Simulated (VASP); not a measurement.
# Al16O23 (a cell with a defect) in VASP: further runs

The runs below take Al16O23 (a cell with a defect) through single point, with PBEsol.

Everything below comes from runs of VASP 6.6.1. Logs are shortened: lines on timing, memory, paths and dates and some standing lists are left out, and cuts for length are marked.

### 1 The cell of the first run

The cell holds a defect, 39 atoms: a = 7.015 Å, b = 7.015 Å, c = 7.015 Å, α = 85.77°, β = 85.77°, γ = 85.77°.

### 2 Single point, PBEsol, collinear spin (atoms taken out, then relaxed in part)

The input, INCAR:

```
ALGO = Normal
EDIFF = 1E-6
ENCUT = 520
GGA = PS
ISIF = 2
ISMEAR = 0
ISPIN = 2
LASPH = True
LCHARG = False
LORBIT = 11
LREAL = Auto
LWAVE = False
MAGMOM = 0 0 0 0.75 0 0 0 0.75 0.75 0 0 0 0 0.75 0 0 0 0 0 0 0 0 0 0 0 0 0 0 0 0 0 0 0 0 0 0 0 0 0
NBANDS = 122
NELECT = 185.0
NELM = 150
PREC = Accurate
SIGMA = 0.01
```

The input, KPOINTS:

```
Automatic mesh
0
Gamma
  2 2 2
  0.5 0.5 0.5
```

The input, POSCAR:

```
Al16O23
1.0
   -4.7738611806     -2.7561900377      4.3382851430
    4.7738611806     -2.7561900377      4.3382851430
    0.0000000000      5.5123800754      4.3382851430
Al O
16 23
Direct
    0.1455041088      0.1478098231      0.1528144297
    0.6481630914      0.6463177795      0.1470281870
    0.6484577683      0.1481601356      0.6465790687
    0.1358725084      0.6502594840      0.6425599571
    0.3536822205      0.3518369086      0.3529718130
    0.8521901769      0.8544958912      0.3471855703
    0.8518398644      0.3515422317      0.8534209313
    0.3497405160      0.8641274916      0.8574400429
    0.6590683183      0.6516982252      0.6434758180
    0.1459052523      0.1470538784      0.6452043836
    0.1489517179      0.6461967662      0.1474330524
    0.6471961202      0.1488076609      0.1489450404
    0.8529461216      0.8540947477      0.8547956164
    0.3483017748      0.3409316817      0.8565241820
    0.3538032338      0.8510482821      0.3525669476
    0.8511923391      0.3528038798      0.3510549596
    0.9027230379      0.0972769621      0.7500000000
    0.9038845879      0.5975466357      0.2490050392
    0.4024533643      0.0961154121      0.2509949608
    0.4023231795      0.2511468585      0.5998781606
    0.9004563759      0.7555840273      0.5950019705
    0.9025178378      0.2502500873      0.0972723854
    0.4035636816      0.7467748850      0.0927478882
    0.5972228386      0.7489368839      0.4023334248
    0.0968419380      0.2497197756      0.4033312119
    0.1040421699      0.7456916857      0.8985677371
    0.5957148105      0.2495383358      0.9024326850
    0.7504616642      0.4042851895      0.5975673150
    0.2543083143      0.8959578301      0.6014322629
    0.2510631161      0.4027771614      0.0976665752
    0.7502802244      0.9031580620      0.0966687881
    0.2532251150      0.5964363184      0.4072521118
    0.7497499127      0.0974821622      0.4027276146
    0.7488531415      0.5976768205      0.9001218394
    0.2444159727      0.0995436241      0.9049980295
    0.5971804110      0.4028195890      0.2500000000
    0.0991281301      0.9008718699      0.2500000000
    0.0999273737      0.4060822571      0.7493437013
    0.5939177429      0.9000726263      0.7506562987
```

Potentials or basis: VASP PAW PBE potentials, release 64 (Al, O).

Run with:

```sh
cat potpaw_PBE.64/Al/POTCAR potpaw_PBE.64/O/POTCAR > POTCAR
mpirun -np 1 vasp_std > vasp.out
```

OUTCAR:

```text
EDIFF = 1E-6
   ENCUT = 520
   GGA = PS
   ISIF = 2
   ISMEAR = 0
   ISPIN = 2
   LASPH = True
   LORBIT = 11
   LREAL = Auto
   NELECT = 185.0
   NELM = 150
   PREC = Accurate

 ion  position               nearest neighbor table
   1  0.146  0.148  0.153-  37 1.86  22 1.86  35 1.87  25 1.94  19 1.98  30 1.99   5 2.66  14 2.76
                            16 2.77  15 2.80   8 3.17   6 3.18   7 3.23
   2  0.648  0.646  0.147-  36 1.85  23 1.86  34 1.87  18 1.98  24 1.98  31 1.99   6 2.66  16 2.78
                            13 2.80  15 2.80   7 3.21   5 3.22   8 3.25
   3  0.648  0.148  0.647-  33 1.85  20 1.86  39 1.89  17 1.97  27 1.98  28 1.98   7 2.66  16 2.79
                            14 2.80  13 2.81   8 3.21   5 3.21   6 3.23
   4  0.136  0.650  0.643-  21 1.80  32 1.84  38 1.85  26 1.95  29 1.96  13 2.77   8 2.79  15 2.81
                            14 2.92   6 3.17   7 3.21   5 3.25   9 3.34
   5  0.354  0.352  0.353-  36 1.85  32 1.86  20 1.87  19 1.98  30 1.98  25 1.99   1 2.66  12 2.78
                            10 2.80  11 2.80   3 3.21   2 3.22   4 3.25
   6  0.852  0.854  0.347-  37 1.86  33 1.86  21 1.87  31 1.94  18 1.98  24 1.99   2 2.66   9 2.76
                            12 2.77  11 2.80   4 3.17   1 3.18   3 3.23
   7  0.852  0.352  0.853-  22 1.85  34 1.86  38 1.89  17 1.97  28 1.98  27 1.98   3 2.66  12 2.79
                             9 2.80  10 2.81   4 3.21   2 3.21   1 3.23
   8  0.350  0.864  0.857-  35 1.80  23 1.84  39 1.85  29 1.95  26 1.96  10 2.77   4 2.79  11 2.81
                             9 2.92   1 3.17   3 3.21   2 3.25  14 3.34
   9  0.659  0.652  0.643-  24 1.85  28 1.85  21 1.89  34 1.95  39 1.96  13 2.64   6 2.76   7 2.80
                             8 2.92  16 3.20  15 3.24   4 3.34
  10  0.146  0.147  0.645-  25 1.84  17 1.85  29 1.90  20 1.99  35 1.99  38 2.00  14 2.64   8 2.77
                             5 2.80   7 2.81  13 3.22  16 3.22  15 3.22
  11  0.149  0.646  0.147-  30 1.85  18 1.86  26 1.87  23 1.97  37 1.97  32 2.01  15 2.67   5 2.80
                             6 2.80   8 2.81  13 3.22  16 3.22  14 3.24
  12  0.647  0.149  0.149-  19 1.86  27 1.87  31 1.87  36 1.96  33 1.97  22 1.97  16 2.65   6 2.77
                             5 2.78   7 2.79  14 3.20  13 3.22  15 3.22
  13  0.853  0.854  0.855-  31 1.84  17 1.85  26 1.90  34 1.99  21 1.99  39 2.00   9 2.64   4 2.77
                             2 2.80   3 2.81  10 3.22  12 3.22  11 3.22
  14  0.348  0.341  0.857-  30 1.85  27 1.85  35 1.89  20 1.95  38 1.96  10 2.64   1 2.76   3 2.80
                             4 2.92  12 3.20  11 3.24   8 3.34
  15  0.354  0.851  0.353-  24 1.85  19 1.86  29 1.87  32 1.97  37 1.97  23 2.01  11 2.67   2 2.80
                             1 2.80   4 2.81  10 3.22  12 3.22   9 3.24
  16  0.851  0.353  0.351-  18 1.86  28 1.87  25 1.87  36 1.96  22 1.97  33 1.97  12 2.65   1 2.77
                             2 2.78   3 2.79   9 3.20  10 3.22  11 3.22
  17  0.903  0.097  0.750-  10 1.85  13 1.85   3 1.97   7 1.97
  18  0.904  0.598  0.249-  11 1.86  16 1.86   6 1.98   2 1.98
  19  0.402  0.096  0.251-  15 1.86  12 1.86   1 1.98   5 1.98
  20  0.402  0.251  0.600-   3 1.86   5 1.87  14 1.95  10 1.99
  21  0.900  0.756  0.595-   4 1.80   6 1.87   9 1.89  13 1.99
  22  0.903  0.250  0.097-   7 1.85   1 1.86  16 1.97  12 1.97
[... 15 lines left out ...]
  38  0.100  0.406  0.749-   4 1.85   7 1.89  14 1.96  10 2.00
  39  0.594  0.900  0.751-   8 1.85   3 1.89   9 1.96  13 2.00

  LATTYP: Found a trigonal (rhomboedric) cell.
 ALAT       =     7.0147738436
 COS(alpha) =     0.0737201434

  Lattice vectors:

 A1 = (  -4.7738611806,  -2.7561900377,   4.3382851430)
 A2 = (   4.7738611806,  -2.7561900377,   4.3382851430)
 A3 = (   0.0000000000,   5.5123800754,   4.3382851430)

Analysis of symmetry for initial positions (statically):
=====================================================================
 Subroutine PRICEL returns:
 Original cell was already a primitive cell.

 Routine SETGRP: Setting up the symmetry group for a
 trigonal (rhombohedral) supercell.

 Subroutine GETGRP returns: Found  2 space group operations
 (whereof  1 operations were pure point group operations)
 out of a pool of 12 trial point group operations.

The static configuration has the point symmetry C_1 .
 The point group associated with its full space group is C_2 .

Analysis of symmetry for dynamics (positions and initial velocities):
=====================================================================
 Subroutine PRICEL returns:
 Original cell was already a primitive cell.

 Routine SETGRP: Setting up the symmetry group for a
 trigonal (rhombohedral) supercell.

 Subroutine GETGRP returns: Found  2 space group operations
 (whereof  1 operations were pure point group operations)
 out of a pool of 12 trial point group operations.

[... 162 lines left out ...]
   ISPIN  =      2    spin polarized calculation?
   LNONCOLLINEAR =      F non collinear calculations
   LSORBIT =      F    spin-orbit coupling
   LASPH  =      T    aspherical Exc in radial PAW
   ENCUT  =  520.0 eV  38.22 Ry    6.18 a.u.  13.04 13.04 13.04*2*pi/ulx,y,z
   NELM   =    150;   NELMIN=  2; NELMDL= -5     # of ELM steps
   EDIFF  = 0.1E-05   stopping-criterion for ELM
   LREAL  =      T    real-space projection
   EDIFFG = 0.1E-04   stopping-criterion for IOM
   NSW    =      0    number of steps for IOM
   IBRION =     -1    ionic relax: 0-MD 1-quasi-New 2-CG
   NFREE  =      0    steps in history (QN), initial steepest desc. (CG)
   ISIF   =      2    stress and relaxation
   ISYM   =      2    0-nonsym 1-usesym 2-fastsym
   POTIM  = 0.5000    time-step for ionic-motion
   TEBEG  =    0.0;   TEEND  =   0.0 temperature during run
   PSTRESS=    0.0 pullay stress
   NELECT =     185.0000    total number of electrons
   NUPDOWN=      -1.0000    fix difference up-down
   EMIN   =  10.00;   EMAX   =-10.00  energy-range for DOS
   EFERMI =   0.00;   METHOD = LEGACY
   ISMEAR =     0;   SIGMA  =   0.01  broadening in eV -4-tet -1-fermi 0-gaus
   EFERMI_NEDOS =   21; number of points for ismear=-14 and -15
   IALGO  =     38    algorithm
   IMIX   =      4    mixing-type and parameters
     AMIX     =   0.40;   BMIX     =  1.00
     AMIX_MAG =   1.60;   BMIX_MAG =  1.00
  volume/ion in A,a.u.               =       8.78        59.26
  Fermi-wavevector in a.u.,A,eV,Ry     =   1.333263  2.519503 24.185600  1.777591
  Thomas-Fermi vector in A             =   2.462135
   LORBIT       =     11    0 simple, 1 ext, 2 COOP (PROOUT), +10 PAW based schemes
   GGA     = PS    functional components
   LHFCALC =     F    Hartree Fock is set to
   AEXX    =    0.0000 exact exchange contribution
   IVDW    =     0    specifies the selected vdW correction
   LEPSILON=     F    determine dielectric tensor
   LRPA    =     F    only Hartree local field effects (RPA)
 spin polarized calculation
 Gauss-broadening in eV      SIGMA  =   0.01
  energy-cutoff  :      520.00
  volume of cell :      342.49
 maximum number of plane-waves:      9235
 NGX is ok and might be reduce to    54
   NGX = 27   NGY = 27   NGZ = 27

 number of electron     184.9999958 magnetization       0.9998355

 Free energy of the ion-electron system (eV)
  ---------------------------------------------------
  ext. energy  EPLUGINS =         0.00000000
  ---------------------------------------------------
  free energy    TOTEN  =      -311.29462792 eV

  energy without entropy =     -311.29462792  energy(sigma->0) =     -311.29462792

 E-fermi :   8.2929     XC(G=0): -11.7422

 val. band max:        8.2359118978   @ k =   0.2500   0.2500  -0.2500
 cond. band min:       9.5530967809   @ k =   0.2500   0.2500   0.2500
 fundamental gap:      1.3171848831
 Fermi energy:         8.2929449346

 spin component 1

 k-point     1 :       0.2500    0.2500    0.2500
  band No.  band energies     occupation
      1     -13.0384      1.00000
      2     -12.3855      1.00000
      3     -12.2726      1.00000
      4     -12.1779      1.00000
      5     -11.8311      1.00000
      6     -11.7225      1.00000
[... 310 lines left out ...]
    103      15.5658      0.00000
    104      15.6461      0.00000
 Fermi energy:         8.2929449346

 spin component 2

 k-point     1 :       0.2500    0.2500    0.2500
  band No.  band energies     occupation
      1     -13.0223      1.00000
      2     -12.3727      1.00000
      3     -12.2538      1.00000
      4     -12.1603      1.00000
      5     -11.8210      1.00000
      6     -11.7062      1.00000
[... 310 lines left out ...]
    103      15.6059      0.00000
    104      15.6708      0.00000
 [bands above 104 left out]

------------------------ aborting loop because EDIFF is reached ----------------------------------------

  FORCE on cell =-STRESS in cart. coord.  units (eV):
  Direction    XX          YY          ZZ          XY          YZ          ZX
  --------------------------------------------------------------------------------------
  -------------------------------------------------------------------------------------
  Total       -9.1330311    -10.9268781    -11.9669774      0.0000000     -0.6711208      0.0000000
  in kB      -42.7245240    -51.1161803    -55.9817879      0.0000000     -3.1395180      0.0000000
  external PRESSURE =     -49.9408307 kB  Pullay stress =       0.0000000 kB

 VOLUME and BASIS-vectors are now :
 -----------------------------------------------------------------------------
  energy-cutoff  :      520.00
  volume of cell :      342.49
      direct lattice vectors                 reciprocal lattice vectors
    -4.773861181 -2.756190038  4.338285143    -0.104737021 -0.060469947  0.076835275
     4.773861181 -2.756190038  4.338285143     0.104737021 -0.060469947  0.076835275
     0.000000000  5.512380075  4.338285143     0.000000000  0.120939895  0.076835275

 POSITION                                       TOTAL-FORCE (eV/Angst)
 -----------------------------------------------------------------------------------
      0.01101      0.03394      1.93543         0.006778     -0.004664      0.005364
     -0.00881     -2.75736      6.25368        -0.001588     -0.004061     -0.005083
     -2.38835      1.36856      6.26100        -0.003642      0.004937      0.002360
      2.45561      1.37531      6.19807        -0.013537      0.003003      0.016272
     -0.00881      0.00117      4.59204        -0.001588      0.004061      0.005083
      0.01101     -2.79013      8.91028         0.006778      0.004664     -0.005364
[... 31 lines left out ...]
      1.46154      2.73601      5.44608        -0.001939      0.002328     -0.003397
      1.46154      0.02018      9.73792        -0.001939     -0.002328      0.003397
 -----------------------------------------------------------------------------------
    total drift:                               -0.015571     -0.000000     -0.000000

  FREE ENERGIE OF THE ION-ELECTRON SYSTEM (eV)
  ---------------------------------------------------
  free  energy   TOTEN  =      -311.2946279163 eV

  energy  without entropy=     -311.2946279163  energy(sigma->0) =     -311.29462792

 total charge

# of ion       s       p       d       tot
------------------------------------------
    1        0.310   0.401   0.000   0.711
    2        0.309   0.396   0.000   0.705
    3        0.308   0.393   0.000   0.701
    4        0.322   0.403   0.000   0.725
    5        0.309   0.396   0.000   0.705
    6        0.310   0.401   0.000   0.711
[... 31 lines left out ...]
   38        1.544   3.598   0.000   5.142
   39        1.544   3.598   0.000   5.142
--------------------------------------------------
tot         40.477  89.433   0.000 129.910

 magnetization (x)

# of ion       s       p       d       tot
------------------------------------------
    1        0.000   0.000   0.000   0.000
    2       -0.000  -0.000   0.000  -0.000
    3        0.001   0.001   0.000   0.001
    4        0.003   0.009   0.000   0.012
    5       -0.000  -0.000   0.000  -0.000
    6        0.000   0.000   0.000   0.000
[... 31 lines left out ...]
   38        0.003   0.020   0.000   0.023
   39        0.003   0.020   0.000   0.023
--------------------------------------------------
tot          0.063   0.262   0.000   0.325
```

Run time: 3.3 min. Hardware: 1 thread of AMD EPYC 9R45 (Zen 5), shared host; peak memory 0.55 GiB.

Results:

| Quantity | Value |
| --- | --- |
| Free energy | -311.2946 eV |
| Largest force | 0.021 eV/Å |
| Net moment | 1.00 μB per cell |
| Site moments | Al +0.00, -0.00, +0.01, +0.04 (each value once); O +0.00, +0.02, -0.00, +0.01 (each value once) μB |
| Valence electrons inside the program's atomic spheres | Al 0.71, 0.70, 0.72 (each value once); O 5.16, 5.15, 5.19, 5.14 (each value once) |

Forces in eV/Å, atoms in the order of the input:
```
Al   0.007 -0.005  0.005
Al  -0.002 -0.004 -0.005
Al  -0.004  0.005  0.002
Al  -0.014  0.003  0.016
Al  -0.002  0.004  0.005
Al   0.007  0.005 -0.005
Al  -0.004 -0.005 -0.002
Al  -0.014 -0.003 -0.016
Al   0.007  0.015  0.004
Al  -0.003  0.000  0.004
Al   0.000 -0.003  0.002
Al   0.002 -0.004  0.004
Al  -0.003  0.000 -0.004
Al   0.007 -0.015 -0.004
Al   0.000  0.003 -0.002
Al   0.002  0.004 -0.004
O    0.009  0.000  0.000
O    0.001 -0.002  0.000
O    0.001  0.002  0.000
O    0.002  0.003 -0.006
O    0.006 -0.006  0.001
O   -0.006  0.003  0.001
O    0.002  0.007  0.005
O    0.004  0.007 -0.005
O   -0.004 -0.008 -0.003
O    0.007 -0.002  0.000
O   -0.006 -0.003  0.005
O   -0.006  0.003 -0.005
O    0.007  0.002  0.000
O    0.004 -0.007  0.005
O   -0.004  0.008  0.003
O    0.002 -0.007 -0.005
O   -0.006 -0.003 -0.001
O    0.002 -0.003  0.006
O    0.006  0.006 -0.001
O   -0.008  0.000  0.000
O   -0.001  0.000  0.000
O   -0.002  0.002 -0.003
O   -0.002 -0.002  0.003
```

Caveat: the cell carries a net charge on a neutralising background, which shifts energy and pressure; the cell differs from its parent crystal (atoms taken out, then relaxed in part); the cell is charged against a uniform background, so pressure and absolute levels hang on convention; the PAW data sets were made with another functional, which shifts forces and pressure a little.

### 3 Single point, PBEsol, collinear spin (atoms taken out, then relaxed in part)

The input, INCAR:

```
PREC = Accurate ; ENCUT = 520
EDIFF = 1E-6 ; ISMEAR = 0
SIGMA = 0.01 ; LREAL = Auto
LASPH = T ; NELM = 150
ALGO = Normal ; ISIF = 2
LWAVE = F ; LCHARG = F
ISPIN = 2 ; MAGMOM = 0 0 0 0.25 0 0 0 0.25 0.25 0 0 0 0 0.25 0 0 0 0 0 0 0 0 0 0 0 0 0 0 0 0 0 0 0 0 0 0 0 0 0
LORBIT = 11 ; GGA = PS
NELECT = 185.0 ; NBANDS = 122
```

KPOINTS is that of step 2.

POSCAR is that of step 2.

Potentials or basis: VASP PAW PBE potentials, release 64 (Al, O).

Run with:

```sh
cat potpaw_PBE.64/Al/POTCAR potpaw_PBE.64/O/POTCAR > POTCAR
mpirun -np 1 vasp_std > vasp.out
```

It took 8.9 min on 1 thread of Oxide Virtual Turin-like, shared host; peak memory 0.55 GiB.

The run converged. Its results:

* Free energy: -311.2946 eV
* Largest force: 0.021 eV/Å
* Net moment: 1.00 μB per cell
* Site moments: Al +0.00, -0.00, +0.01, +0.04 (each value once); O +0.00, +0.02, -0.00, +0.01 (each value once) μB
* Valence electrons inside the program's atomic spheres: Al 0.71, 0.70, 0.72 (each value once); O 5.16, 5.15, 5.19, 5.14 (each value once)

Forces on the atoms (eV/Å):
```
Al   0.007 -0.005  0.005
Al  -0.002 -0.004 -0.005
Al  -0.004  0.005  0.002
Al  -0.014  0.003  0.016
Al  -0.002  0.004  0.005
Al   0.007  0.005 -0.005
Al  -0.004 -0.005 -0.002
Al  -0.014 -0.003 -0.016
Al   0.007  0.015  0.003
Al  -0.003  0.000  0.004
Al   0.000 -0.003  0.002
Al   0.002 -0.004  0.004
Al  -0.003  0.000 -0.004
Al   0.007 -0.015 -0.003
Al   0.000  0.003 -0.002
Al   0.002  0.004 -0.004
O    0.009  0.000  0.000
O    0.001 -0.002  0.000
O    0.001  0.002  0.000
O    0.002  0.003 -0.006
O    0.006 -0.006  0.001
O   -0.006  0.003  0.001
O    0.002  0.007  0.005
O    0.004  0.007 -0.005
O   -0.003 -0.008 -0.003
O    0.007 -0.002  0.000
O   -0.006 -0.003  0.005
O   -0.006  0.003 -0.005
O    0.007  0.002  0.000
O    0.004 -0.007  0.005
O   -0.003  0.008  0.003
O    0.002 -0.007 -0.005
O   -0.006 -0.003 -0.001
O    0.002 -0.003  0.006
O    0.006  0.006 -0.001
O   -0.008  0.000  0.000
O    0.000  0.000  0.000
O   -0.002  0.002 -0.003
O   -0.002 -0.002  0.003
```

Levels at points of the mesh, in eV from the Fermi level:
Spin up:
```csv
k point,band 91,band 92,band 93,band 94,band 95,band 96
"(0.25, 0.25, 0.25)",-2.69,-2.66,-0.12,4.13,4.69,4.92
```
Spin down:
| k point | band 88 | band 89 | band 90 | band 91 | band 92 | band 93 | band 94 | band 95 | band 96 | band 97 |
| --- | --- | --- | --- | --- | --- | --- | --- | --- | --- | --- |
| (0.25, 0.25, 0.25) | -2.89 | -2.87 | -2.85 | -2.68 | -2.65 | 1.26 | 4.57 | 5.22 | 5.50 | 6.11 |

Caveat: the cell carries a net charge on a neutralising background, which shifts energy and pressure; the cell differs from its parent crystal (atoms taken out, then relaxed in part); the cell is charged against a uniform background, so pressure and absolute levels hang on convention; the PAW data sets were made with another functional, which shifts forces and pressure a little.
